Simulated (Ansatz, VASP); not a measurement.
**CdS: VASP beside Ansatz**

The input INCAR:

```
SYSTEM = CdS
PREC = Accurate
ENCUT = 520
EDIFF = 1E-8
ISMEAR = -1
SIGMA = 0.01
LREAL = .False.
LASPH = .True.
NELM = 100
ALGO = Normal
ISIF = 2
LWAVE = .False.
LCHARG = .False.
GGA = PS
LEFG = .True.
NBANDS = 26
```

KPOINTS

```
Automatic mesh
0
Gamma
  7 7 4
  0 0 0
```

Contents of POSCAR:

```
CdS
1.0
    4.0789166881      0.0000000000      0.0000000000
   -2.0394583441      3.5324454719      0.0000000000
    0.0000000000      0.0000000000      6.6577861159
Cd S
2 2
Direct
    0.3333333333      0.6666666667      0.0000000000
    0.6666666667      0.3333333333      0.5000000000
    0.3333333333      0.6666666667      0.3850000000
    0.6666666667      0.3333333333      0.8850000000
```

Input for Ansatz:

```yaml
crystal:
  lattice:
    - [4.0789166881, 0.0, 0.0]
    - [-2.0394583441, 3.5324454719, 0.0]
    - [0.0, 0.0, 6.6577861159]
  atoms:
    - { symbol: Cd, position: [0.3333333333, 0.6666666667, 0.0] }
    - { symbol: Cd, position: [0.6666666667, 0.3333333333, 0.5] }
    - { symbol: S, position: [0.3333333333, 0.6666666667, 0.385] }
    - { symbol: S, position: [0.6666666667, 0.3333333333, 0.885] }
kpoints:
  mp_grid: { grid: [7, 7, 4] }
scf:
  occupations: { method: fermi_dirac, width: 0.01 }
hamiltonian:
  xc: pbesol
  pseudopotentials: { kind: all_electron, datasets: crystal }
output:
  forces: true
  stress: true
  eigenvalues: true
  efg: { contact_densities: true }
```

Change from the starting cell: volume scaled by 0.96, crystal datasets.

Alike in both runs: task electric field gradients; functional PBEsol; k mesh 7 × 7 × 4; occupations fermi-dirac, width 0.01 eV; no spin polarisation.

```csv
,VASP,Ansatz
version,VASP 6.6.1,Ansatz 0.2.0
potentials or method,"VASP PAW PBE potentials, release 64 (Cd, S), cutoff 520 eV","all-electron PAW with datasets made for the crystal, scalar-relativistic"
```

```csv
,VASP,Ansatz,Ansatz less VASP
gap on the k mesh at the Fermi level (eV),1.18,1.17,-0.006
pressure (GPa),2.5,2.1,-0.44
"traceless stress, the component that is largest in VASP (GPa)",-1.82,-1.76,+0.063
rms of the force components (eV/Å),0.173,0.167,-0.0058
size of Vzz on the site where it differs most (V/Å²),37.3,33.4,-3.92
```

VASP's potentials were made for PBE, not for PBEsol. Atom by atom the forces differ by 0.006 eV/Å (rms over components). Ansatz ran all-electron here, and VASP with PAW potentials.
